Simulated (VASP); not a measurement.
Here is a VASP 6.6.1 calculation.

File INCAR:

```
ALGO     = Normal         # electronic algorithm
EDIFF    = 1E-8           # SCF threshold, eV
ENCUT    = 520            # plane-wave cutoff, eV
GGA      = PE             # functional
ISIF     = 2              # what is computed and relaxed
ISMEAR   = -1             # smearing method
LASPH    = T              # aspherical terms in the spheres
LCHARG   = F              # write CHGCAR
LEFG     = T            
LREAL    = F              # projectors in reciprocal space
LWAVE    = F              # write WAVECAR
NBANDS   = 16             # bands
NELM     = 80             # most SCF steps
PREC     = Accurate       # precision mode
SIGMA    = 0.01           # smearing width, eV
```

KPOINTS

```
k-points
0
Gamma
  9 9 9
```

POSCAR

```
AgCl
1.0
    3.4339730000      0.0515095950      0.0515095950
    0.0515095950      3.4339730000      0.0515095950
    0.0515095950      0.0515095950      3.4339730000
Ag Cl
1 1
Direct
    0.0000000000      0.0000000000      0.0000000000
    0.5000000000      0.5000000000      0.5000000000
```

Potentials or basis: VASP PAW PBE potentials, release 64 (Ag, Cl).

The run is started by

```sh
$ cat potpaw_PBE.64/Ag/POTCAR potpaw_PBE.64/Cl/POTCAR > POTCAR
$ mpirun -np 1 vasp_std > vasp.out
```

Q: What does it give for the pressure?

A: -0.2 GPa.

Q: Predict the band gap on the k mesh.

A: 0.54 eV (least direct gap 1.97 eV).

Electric field gradients, principal values (V/Å²):
```tsv
atom	least	middle	greatest (by size)
1 Ag	-5.947	-5.947	11.895
2 Cl	9.545	9.545	-19.091
```

Caveat: the cell differs from its parent crystal (equal xy, yz and zx shear strains of +3 %); semilocal functionals underestimate gaps, and a narrow one can read as zero; without QUAD_EFG the Cq values of the log hold for a quadrupole moment of 1 mb, not for the nuclei. A k mesh can miss the band edges.
